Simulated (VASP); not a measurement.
A run of VASP 6.6.1 is set up as follows.

The input INCAR:

```
SYSTEM = Ir
PREC = Accurate
ENCUT = 520
EDIFF = 1E-6
ISMEAR = 0
SIGMA = 0.1
LREAL = .FALSE.
LASPH = .TRUE.
NELM = 60
ALGO = Fast
ISIF = 2
LWAVE = .FALSE.
LCHARG = .FALSE.
GGA = PS
NBANDS = 10
```

File KPOINTS:

```
regular mesh
0
G
  8 8 8
  0 0 0
```

Contents of POSCAR:

```
Ir
1.0
    0.0000000000      1.9197000000      1.9197000000
    1.9197000000      0.0000000000      1.9197000000
    1.9197000000      1.9197000000      0.0000000000
Ir
1
Direct
    0.0000000000      0.0000000000      0.0000000000
```

Potentials or basis: VASP PAW PBE potentials, release 64 (Ir).

The run is started by

```sh
$ cat potpaw_PBE.64/Ir/POTCAR > POTCAR
$ mpirun -np 1 vasp_std > vasp.out
```

**Question.** Predict the pressure.

**Answer.** -0.5 GPa.

Caveat: the PAW data sets were made with another functional, which shifts forces and pressure a little.
